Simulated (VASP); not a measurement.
# Sc in VASP: further runs, part 2 of 2

VASP 6.6.1. The steps go on from the part before.

**3. Single point, r2SCAN**

Contents of INCAR:

```
SYSTEM = Sc
ALGO = Normal ; EDIFF = 1E-6
ENCUT = 440 ; GGA_COMPAT = .False.
ISIF = 2 ; ISMEAR = 1
LASPH = .True. ; LCHARG = .False.
LMIXTAU = .True. ; LREAL = .False.
LWAVE = .False. ; METAGGA = R2SCAN
NELM = 120 ; PREC = Accurate
SIGMA = 0.1
```

Contents of KPOINTS:

```
k-points
0
Gamma
  13 13 13
```

Contents of POSCAR:

```
Sc
1.0
   -1.9172054859      1.9172054859      1.7176030000
    1.9172054859     -1.9172054859      1.7176030000
    1.9172054859      1.9172054859     -1.7176030000
Sc
1
Direct
    0.0000000000      0.0000000000      0.0000000000
```

Potentials or basis: VASP PAW PBE potentials, release 64 (Sc_sv).

The run is started by

```
cat potpaw_PBE.64/Sc_sv/POTCAR > POTCAR
mpirun -np 1 vasp_std > vasp.out
```

OUTCAR:

```text
SYSTEM = Sc
   EDIFF = 1E-6
   ENCUT = 440
   ISIF = 2
   ISMEAR = 1
   LASPH = .True.
   LREAL = .False.
   METAGGA = R2SCAN
   NELM = 120
   PREC = Accurate

 Found    196 irreducible k-points:

 Following reciprocal coordinates:
            Coordinates               Weight
  0.000000  0.000000  0.000000      1.000000
  0.076923  0.000000 -0.000000      8.000000
  0.153846 -0.000000  0.000000      8.000000
  0.230769 -0.000000  0.000000      8.000000
  0.307692 -0.000000  0.000000      8.000000
  0.384615  0.000000 -0.000000      8.000000
   k-points           NKPTS =    196   k-points in BZ     NKDIM =    196   number of bands    NBANDS=      9
   number of dos      NEDOS =    301   number of ions     NIONS =      1
   total plane-waves  NPLWV =  13824
   dimension x,y,z NGX =    24 NGY =   24 NGZ =   24
   dimension x,y,z NGXF=    48 NGYF=   48 NGZF=   48
   ions per type =               1
   NGX,Y,Z   is equivalent  to a cutoff of  12.43, 12.43, 12.43 a.u.
   NGXF,Y,Z  is equivalent  to a cutoff of  24.86, 24.86, 24.86 a.u.
 SYSTEM =  Sc
   PREC   = accura    normal or accurate (medium, high low for compatibility)
   ISTART =      0    job   : 0-new  1-cont  2-samecut
   ICHARG =      2    charge: 1-file 2-atom 10-const
   ISPIN  =      1    spin polarized calculation?
   LNONCOLLINEAR =      F non collinear calculations
   LSORBIT =      F    spin-orbit coupling
   LASPH  =      T    aspherical Exc in radial PAW
   ENCUT  =  440.0 eV  32.34 Ry    5.69 a.u.   5.49  5.49  5.49*2*pi/ulx,y,z
   NELM   =    120;   NELMIN=  2; NELMDL= -5     # of ELM steps
[... 61 lines left out ...]

 k-point     1 :       0.0000    0.0000    0.0000
  band No.  band energies     occupation
      1     -48.0906      2.00000
      2     -25.5442      2.00000
      3     -25.5442      2.00000
      4     -25.5066      2.00000
      5      -1.8559      2.00000
      6       4.9430     -0.00000
      7       5.6649     -0.00000
      8       5.6649     -0.00000
      9       6.2120      0.00000
[... 49 lines left out ...]
 k-point     6 :       0.3846    0.0000   -0.0000
  band No.  band energies     occupation
      1     -48.0358      2.00000
      2     -25.8552      2.00000
      3     -25.6514      2.00000
      4     -25.5484      2.00000
      5       1.3670      2.00000
      6       4.0561     -0.00001
      7       4.1797     -0.00000
      8       6.6777      0.00000
      9       7.1919      0.00000

 [... further k-points ...]
[... 5 lines left out ...]
  --------------------------------------------------------------------------------------
  -------------------------------------------------------------------------------------
  Total       -0.1719598     -0.1719598      0.2141406      0.0000000      0.0000000      0.0000000
  in kB      -10.9098163    -10.9098163     13.5859326      0.0000000      0.0000000      0.0000000
  external PRESSURE =      -2.7445666 kB  Pullay stress =       0.0000000 kB

 VOLUME and BASIS-vectors are now :
 -----------------------------------------------------------------------------
  energy-cutoff  :      440.00
  volume of cell :       25.25
      direct lattice vectors                 reciprocal lattice vectors
    -1.917205486  1.917205486  1.717603000     0.000000000  0.260796249  0.291103357
     1.917205486 -1.917205486  1.717603000     0.260796249  0.000000000  0.291103357
     1.917205486  1.917205486 -1.717603000     0.260796249  0.260796249  0.000000000

 POSITION                                       TOTAL-FORCE (eV/Angst)
 -----------------------------------------------------------------------------------
      0.00000      0.00000      0.00000         0.000000     -0.000000      0.000000
 -----------------------------------------------------------------------------------
    total drift:                                0.000000      0.000000      0.000000

  FREE ENERGIE OF THE ION-ELECTRON SYSTEM (eV)
  ---------------------------------------------------
  free  energy   TOTEN  =       -11.2677512018 eV

  energy  without entropy=      -11.2680089672  energy(sigma->0) =      -11.26783712
```

OSZICAR:

```text
N       E                     dE             d eps       ncg     rms          rms(c)
DAV:   1     0.621208241596E+02    0.62121E+02   -0.50660E+03  3544   0.108E+03
DAV:   2    -0.127312056976E+02   -0.74852E+02   -0.74295E+02  3593   0.340E+02
DAV:   3    -0.143853768379E+02   -0.16542E+01   -0.16044E+01  5189   0.598E+01
DAV:   4    -0.144134544663E+02   -0.28078E-01   -0.27870E-01  5607   0.592E+00
DAV:   5    -0.144135394071E+02   -0.84941E-04   -0.84852E-04  5571   0.295E-01    0.669E+00
DAV:   6    -0.110029651571E+02    0.34106E+01   -0.49386E+00  4822   0.401E+01    0.138E+00
DAV:   7    -0.113700779162E+02   -0.36711E+00   -0.15398E-01  5272   0.753E+00    0.912E-01
DAV:   8    -0.108090987860E+02    0.56098E+00   -0.11298E+00  5073   0.154E+01    0.138E+00
DAV:   9    -0.112519755540E+02   -0.44288E+00   -0.63987E-01  4794   0.813E+00    0.453E-01
DAV:  10    -0.112714140055E+02   -0.19438E-01   -0.17301E-02  4435   0.203E+00    0.145E-01
DAV:  11    -0.112686825548E+02    0.27315E-02   -0.10976E-02  5278   0.168E+00    0.166E-01
DAV:  12    -0.112681557635E+02    0.52679E-03   -0.10810E-03  5455   0.507E-01    0.898E-02
DAV:  13    -0.112680983254E+02    0.57438E-04   -0.37466E-04  5472   0.254E-01    0.485E-02
DAV:  14    -0.112678398503E+02    0.25848E-03   -0.48504E-05  3809   0.802E-02    0.536E-02
DAV:  15    -0.112678363417E+02    0.35086E-05   -0.86520E-06  5738   0.415E-02    0.473E-02
DAV:  16    -0.112677554469E+02    0.80895E-04   -0.20508E-04  5366   0.212E-01    0.146E-02
DAV:  17    -0.112677508382E+02    0.46087E-05   -0.19805E-05  5493   0.579E-02    0.464E-03
DAV:  18    -0.112677512018E+02   -0.36362E-06   -0.88076E-07  2555   0.135E-02
   1 F= -.11267751E+02 E0= -.11267837E+02  d E =0.257765E-03
```

It took 57 s on 1 thread of Intel Xeon 6975P-C (Granite Rapids), shared host; peak memory 0.16 GiB.

Results:

```
Free energy            : -11.2678 eV
Pressure               : -0.3 GPa
Band gap on the k mesh : zero (an odd number of electrons rules out a gap without spin polarisation)
```

Levels at points of the mesh, in eV from the Fermi level:
| k point | band 1 | band 2 | band 3 | band 4 | band 5 | band 6 | band 7 | band 8 | band 9 |
| --- | --- | --- | --- | --- | --- | --- | --- | --- | --- |
| (0.00, 0.00, 0.00) | -51.80 | -29.25 | -29.25 | -29.22 | -5.57 | 1.23 | 1.96 | 1.96 | 2.50 |

Caveat: the PAW data sets were made with another functional, which shifts forces and pressure a little.

**4. Single point, r2SCAN+rVV10**

POSCAR is that of step 3.

Contents of INCAR.step1:

```
SYSTEM = Sc
ALGO     = Normal         ! electronic algorithm
EDIFF    = 1E-4           ! SCF threshold, eV
ENCUT    = 520            ! plane-wave cutoff, eV
GGA      = PE             ! functional
ISMEAR   = 1              ! smearing method
LASPH    = .True.         ! aspherical terms in the spheres
LCHARG   = .False.        ! write CHGCAR
LREAL    = .False.        ! projectors in reciprocal space
LWAVE    = .True.         ! write WAVECAR
NBANDS   = 12             ! bands
NELM     = 80             ! most SCF steps
PREC     = Accurate       ! precision mode
SIGMA    = 0.05           ! smearing width, eV
```

Contents of INCAR.step2:

```
SYSTEM = Sc
ALGO     = Normal         ! electronic algorithm
BPARAM   = 11.95        
CPARAM   = 0.0093       
EDIFF    = 1E-6           ! SCF threshold, eV
ENCUT    = 520            ! plane-wave cutoff, eV
ISIF     = 2              ! what is computed and relaxed
ISMEAR   = 1              ! smearing method
ISTART   = 1            
IVDW_NL  = 2            
LASPH    = .True.         ! aspherical terms in the spheres
LCHARG   = .True.         ! write CHGCAR
LELF     = .True.         ! ELF
LMIXTAU  = .True.       
LREAL    = .False.        ! projectors in reciprocal space
LUSE_VDW = .True.       
LVHAR    = .True.       
LWAVE    = .False.        ! write WAVECAR
METAGGA  = R2SCAN         ! meta-GGA
NBANDS   = 12             ! bands
NELM     = 80             ! most SCF steps
PREC     = Accurate       ! precision mode
SIGMA    = 0.05           ! smearing width, eV
```

Contents of KPOINTS:

```
k-points
0
Gamma
  10 10 10
  0 0 0
```

The run is started by

```
cat potpaw_PBE.64/Sc_sv/POTCAR > POTCAR
cp INCAR.step1 INCAR
mpirun -np 1 vasp_std > vasp.out
cp INCAR.step2 INCAR
mpirun -np 1 vasp_std > vasp.out
```

Wall time 2.4 min (1 thread of Intel Xeon 8259CL, shared host); peak memory 0.23 GiB.

Results (log left out):

```yaml
Free_energy: -10.9944 eV
Pressure: -0.8 GPa
Band_gap_on_the_k_mesh: zero (an odd number of electrons rules out a gap without spin polarisation)
```

Stress tensor (GPa, compression positive):
```
-1.61  0.00  0.00
 0.00 -1.61  0.00
 0.00  0.00  0.88
```

Levels at points of the mesh, in eV from the Fermi level:
| k point | band 1 | band 2 | band 3 | band 4 | band 5 | band 6 | band 7 | band 8 | band 9 | band 10 |
| --- | --- | --- | --- | --- | --- | --- | --- | --- | --- | --- |
| (0.00, 0.00, 0.00) | -51.76 | -29.21 | -29.21 | -29.18 | -5.56 | 1.26 | 1.98 | 1.98 | 2.53 | 3.35 |
| (0.50, 0.00, 0.00) | -51.70 | -29.57 | -29.34 | -29.22 | -1.75 | 0.22 | 0.48 | 2.98 | 3.71 | 4.34 |
| (0.50, 0.50, 0.00) | -51.71 | -29.59 | -29.27 | -29.20 | -1.90 | -0.13 | 1.07 | 2.48 | 3.10 | 4.30 |
| (0.50, 0.50, 0.50) | -51.66 | -29.49 | -29.49 | -29.38 | -1.39 | -1.14 | 4.04 | 4.04 | 4.17 | 5.48 |

Caveat: the PAW data sets were made with another functional, which shifts forces and pressure a little.

**5. Single point, PBEsol+D4, non-collinear spin, zero start**

Contents of INCAR:

```
SYSTEM = Sc
  PREC = Accurate
  ENCUT = 520
  EDIFF = 1E-7
  ISMEAR = -1
  SIGMA = 0.1
  LREAL = .FALSE.
  LASPH = .TRUE.
  NELM = 150
  ALGO = Fast
  ISIF = 2
  LWAVE = .FALSE.
  LCHARG = .TRUE.
  LNONCOLLINEAR = .TRUE.
  MAGMOM = 0 0 0
  LORBIT = 11
  LMAXMIX = 4
  GGA = PS
  IVDW = 13
  LVHAR = .TRUE.
  NBANDS = 22
```

Contents of KPOINTS:

```
Automatic mesh
0
G
  10 10 10
  0 0 0
```

POSCAR is that of step 4.

The run is started by

```
cat potpaw_PBE.64/Sc_sv/POTCAR > POTCAR
mpirun -np 1 vasp_ncl > vasp.out
```

Run time: 3.6 min. Hardware: 1 thread of Intel Xeon 8259CL, shared host; peak memory 0.25 GiB.

Results (log left out):

```yaml
Free_energy: -6.6721 eV
Pressure: -3.7 GPa
Band_gap_on_the_k_mesh: zero (bands 11 and 12 overlap by 2.30 eV)
Net_moment: 0.00 μB per cell
Valence_electrons_inside_the_program's_atomic_spheres: Sc 9.36
Dispersion_energy_per_atom: -0.152 eV
```

Stress tensor (GPa, compression positive):
```
-4.06  0.00  0.00
 0.00 -4.06  0.00
 0.00  0.00 -2.87
```

Levels at points of the mesh, in eV from the Fermi level:
| k point | band 7 | band 8 | band 9 | band 10 | band 11 | band 12 | band 13 | band 14 |
| --- | --- | --- | --- | --- | --- | --- | --- | --- |
| (0.00, 0.00, 0.00) | -27.89 | -27.89 | -5.18 | -5.18 | 1.02 | 1.02 | 1.71 | 1.71 |
| (0.50, 0.00, 0.00) | -27.92 | -27.92 | -1.69 | -1.69 | 0.06 | 0.06 | 0.65 | 0.65 |
| (0.50, 0.50, 0.00) | -27.90 | -27.90 | -1.83 | -1.83 | 0.08 | 0.08 | 0.86 | 0.86 |
| (0.50, 0.50, 0.50) | -28.09 | -28.09 | -1.25 | -1.25 | -1.04 | -1.04 | 3.76 | 3.76 |

Moments on the atoms (μB; x, y, z):
```
Sc  0.00 0.00 0.00
```

Caveat: the cell stands under tension; the PAW data sets were made with another functional, which shifts forces and pressure a little.

**6. Single point, PBEsol+D3(BJ), collinear spin (the cell strained at random)**

Contents of INCAR:

```
SYSTEM = Sc
  PREC = Accurate
  ENCUT = 520
  EDIFF = 1E-6
  ISMEAR = -1
  SIGMA = 0.15
  LREAL = .False.
  LASPH = .True.
  NELM = 150
  ALGO = Normal
  ISIF = 2
  LWAVE = .False.
  LCHARG = .True.
  ISPIN = 2
  MAGMOM = -0.25
  LORBIT = 11
  LMAXMIX = 4
  GGA = PS
  IVDW = 12
  LELF = .True.
  LVHAR = .True.
  NBANDS = 16
```

Contents of KPOINTS:

```
Automatic mesh
0
Gamma
  8 8 8
  0 0 0
```

Contents of POSCAR:

```
Sc
1.0
   -1.8918260000      1.8958870000      1.7076000000
    1.8924150000     -1.9353990000      1.7523610000
    1.9050780000      1.9486510000     -1.7517030000
Sc
1
Direct
    0.0022470000      0.0008580000      0.0047110000
```

Potentials or basis: VASP PAW PBE potentials, release 64 (Sc_sv).

The run is started by

```
cat potpaw_PBE.64/Sc_sv/POTCAR > POTCAR
mpirun -np 1 vasp_std > vasp.out
```

OUTCAR:

```text
SYSTEM = Sc
   PREC = Accurate
   ENCUT = 520
   EDIFF = 1E-6
   ISMEAR = -1
   LREAL = .False.
   LASPH = .True.
   NELM = 150
   ISIF = 2
   ISPIN = 2
   LORBIT = 11
   GGA = PS
   IVDW = 12
 IVDW          = 12

 ion  position               nearest neighbor table
   1  0.002  0.001  0.005-

  LATTYP: Found a triclinic cell.
 ALAT       =     3.1763644141
 B/A-ratio  =     1.6954224563
 C/A-ratio  =     1.0052015530
 COS(alpha) =     0.0015406589
 COS(beta)  =     0.2890365826
 COS(gamma) =     0.8386942449

  Lattice vectors:

 A1 = (   1.8918260000,  -1.8958870000,  -1.7076000000)
 A2 = (   3.7842410000,  -3.8312860000,   0.0447610000)
 A3 = (  -1.9056670000,  -1.9091390000,  -1.7082580000)

Analysis of symmetry for initial positions (statically):
=====================================================================
 Subroutine PRICEL returns:
 Original cell was already a primitive cell.

 Routine SETGRP: Setting up the symmetry group for a
 triclinic supercell.

 Subroutine GETGRP returns: Found  2 space group operations
 (whereof  1 operations were pure point group operations)
 out of a pool of  2 trial point group operations.

[... 641 lines left out ...]
 [... further k-points ...]

 spin component 2

 k-point     1 :       0.0000    0.0000    0.0000
  band No.  band energies     occupation
      1     -45.8464      1.00000
      2     -24.3643      1.00000
      3     -24.3602      1.00000
      4     -24.3416      1.00000
      5      -1.6504      1.00000
      6       4.5864      0.00083
[... 435 lines left out ...]
      5       2.7301      0.99496
      6       3.4448      0.62725
[... 8 lines left out ...]
     15      21.5298      0.00000
     16      25.3569      0.00000

 [... further k-points ...]

------------------------ aborting loop because EDIFF is reached ----------------------------------------

 Edisp (eV)   -0.38846

 E8    (eV) :    -0.2760

  FORCE on cell =-STRESS in cart. coord.  units (eV):
  Direction    XX          YY          ZZ          XY          YZ          ZX
  --------------------------------------------------------------------------------------
  -------------------------------------------------------------------------------------
  Total      -0.88534    -0.83693    -0.67302    -0.04281     0.10958    -0.00215
  in kB     -56.16939   -53.09817   -42.69889    -2.71607     6.95208    -0.13626
  external pressure =      -50.66 kB  Pullay stress =        0.00 kB

 VOLUME and BASIS-vectors are now :
 -----------------------------------------------------------------------------
  energy-cutoff  :      520.00
  volume of cell :       25.25
      direct lattice vectors                 reciprocal lattice vectors
    -1.891826000  1.895887000  1.707600000    -0.000969999  0.263462666  0.292029450
     1.892415000 -1.935399000  1.752361000     0.263273146  0.002407836  0.289003278
     1.905078000  1.948651000 -1.751703000     0.262426463  0.259238150  0.002915769

 POSITION                                       TOTAL-FORCE (eV/Angst)
 -----------------------------------------------------------------------------------
      0.00635      0.01178     -0.00291         0.000000     -0.000000     -0.000000
 -----------------------------------------------------------------------------------
    total drift:                                0.000000      0.000005     -0.000007

  FREE ENERGIE OF THE ION-ELECTRON SYSTEM (eV)
  ---------------------------------------------------
  free  energy   TOTEN  =        -6.9555721717 eV

  energy  without entropy=       -6.7907150425  energy(sigma->0) =       -6.87314361

 total charge

# of ion       s       p       d       tot
------------------------------------------
    1        2.269   6.103   0.987   9.358

 magnetization (x)

# of ion       s       p       d       tot
------------------------------------------
    1       -0.000  -0.000  -0.002  -0.002
```

OSZICAR:

```text
N       E                     dE             d eps       ncg     rms          rms(c)
DAV:   1     0.718688527656E+02    0.71869E+02   -0.47528E+03 16936   0.665E+02
DAV:   2    -0.611932518739E+01   -0.77988E+02   -0.75790E+02 17064   0.218E+02
DAV:   3    -0.737839364029E+01   -0.12591E+01   -0.12560E+01 21888   0.351E+01
DAV:   4    -0.739611692762E+01   -0.17723E-01   -0.17723E-01 18144   0.345E+00
DAV:   5    -0.739657995782E+01   -0.46303E-03   -0.46303E-03 25760   0.641E-01    0.558E+00
DAV:   6    -0.666091748932E+01    0.73566E+00   -0.62796E-01 20912   0.111E+01    0.159E+00
DAV:   7    -0.657286020922E+01    0.88057E-01   -0.13087E-01 25552   0.442E+00    0.704E-01
DAV:   8    -0.656756728230E+01    0.52929E-02   -0.98659E-03 19816   0.112E+00    0.335E-01
DAV:   9    -0.656707706540E+01    0.49022E-03   -0.15619E-03 21640   0.367E-01    0.109E-01
DAV:  10    -0.656709193883E+01   -0.14873E-04   -0.81525E-05 24880   0.105E-01    0.231E-02
DAV:  11    -0.656710553173E+01   -0.13593E-04   -0.14448E-05 23136   0.420E-02    0.121E-02
DAV:  12    -0.656710870423E+01   -0.31725E-05   -0.38975E-06 19160   0.195E-02    0.341E-03
DAV:  13    -0.656710910046E+01   -0.39623E-06   -0.26181E-07  9464   0.406E-03
   1 F= -.69555722E+01 E0= -.68731436E+01  d E =-.164857E+00  mag=    -0.0025
```

It took 2.9 min on 1 thread of Intel Xeon 8259CL, shared host; peak memory 0.27 GiB.

Results:

```yaml
Free_energy: -6.9556 eV
Pressure: -5.1 GPa
Net_moment: 0.00 μB per cell
Valence_electrons_inside_the_program's_atomic_spheres: Sc 9.36
Dispersion_energy_per_atom: -0.388 eV
```

Caveat: the cell differs from its parent crystal (the cell strained at random); the cell stands under tension; the PAW data sets were made with another functional, which shifts forces and pressure a little.

**7. Overview**

| level | spin | cell | k mesh | cutoff (eV) | smearing | dipole correction | tolerance level | purpose | start | gap on the mesh (eV) | pressure (GPa) | moment (μB) |
| --- | --- | --- | --- | --- | --- | --- | --- | --- | --- | --- | --- | --- |
| PBE | off | a = 3.210 Å, angles 106.6, 106.6, 115.3°, 1 atom | 17 × 17 × 17 | 500 | gaussian 0.05 eV | no | - | - | - | none | -0.8 | - |
| r2SCAN | off | a = 3.210 Å, angles 106.6, 106.6, 115.3°, 1 atom | 13 × 13 × 13 | 440 | methfessel-paxton 0.1 eV | - | tight | restart | from scratch | none | -0.3 | - |
| r2SCAN+rVV10 | off | a = 3.210 Å, angles 106.6, 106.6, 115.3°, 1 atom | 10 × 10 × 10 | 520 | methfessel-paxton 0.05 eV | no | - | - | - | none | -0.8 | - |
| PBEsol+D4 | non-collinear, zero start | a = 3.210 Å, angles 106.6, 106.6, 115.3°, 1 atom | 10 × 10 × 10 | 520 | fermi-dirac 0.1 eV | no | - | - | - | none | -3.7 | 0.00 |
| PBEsol+D3(BJ) | collinear | a = 3.176, b = 3.225, c = 3.240 Å, angles 108.0, 106.4, 114.6°, 1 atom | 8 × 8 × 8 | 520 | fermi-dirac 0.15 eV | no | - | - | - | none | -5.1 | 0.00 |

Alike in all rows: task single point; potentials or basis VASP PAW PBE potentials, release 64 (Sc_sv).

The pressure there spans -3.7 GPa (PBEsol+D4) to -0.3 GPa (r2SCAN); a positive pressure means that this level wants a larger cell, a negative one a smaller.

Caveats: the PAW data sets were made with another functional, which shifts forces and pressure a little (at least some runs); the cell stands under tension (at least some runs).

Absolute energies hang on the potentials; compare differences alone.
